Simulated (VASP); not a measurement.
Here is a VASP 6.6.1 calculation.

File POSCAR:

```
Li
1.0
   -1.7428734707      1.7428734707      1.7428734707
    1.7428734707     -1.7428734707      1.7428734707
    1.7428734707      1.7428734707     -1.7428734707
Li
1
Direct
    0.0000000000      0.0000000000      0.0000000000
```

The input INCAR.step1:

```
SYSTEM = Li
  ALGO = Normal
  EDIFF = 1E-4
  ENCUT = 520
  GGA = PE
  ISMEAR = -1
  LASPH = .True.
  LCHARG = .False.
  LREAL = .False.
  LWAVE = .True.
  NBANDS = 8
  NELM = 100
  PREC = Accurate
  SIGMA = 0.05
```

The input INCAR.step2:

```
SYSTEM = Li
  ALGO = Normal
  EDIFF = 1E-6
  ENCUT = 520
  ISIF = 2
  ISMEAR = -1
  ISTART = 1
  IVDW = 13
  LASPH = .True.
  LCHARG = .False.
  LMIXTAU = .True.
  LREAL = .False.
  LWAVE = .False.
  METAGGA = R2SCAN
  NBANDS = 8
  NELM = 100
  PREC = Accurate
  SIGMA = 0.05
  VDW_A1 = 0.51559235
  VDW_A2 = 5.77342911
  VDW_S6 = 1.0
  VDW_S8 = 0.6018749
```

The input KPOINTS:

```
k-points
0
Gamma
  11 11 11
  0 0 0
```

Potentials or basis: VASP PAW PBE potentials, release 64 (Li_sv).

Run with:

```sh
$ cat potpaw_PBE.64/Li_sv/POTCAR > POTCAR
$ cp INCAR.step1 INCAR
$ mpirun -np 1 vasp_std > vasp.out
$ cp INCAR.step2 INCAR
$ mpirun -np 1 vasp_std > vasp.out
```

Problem. What does it give for the dispersion energy per atom?

Solution. -0.007 eV.
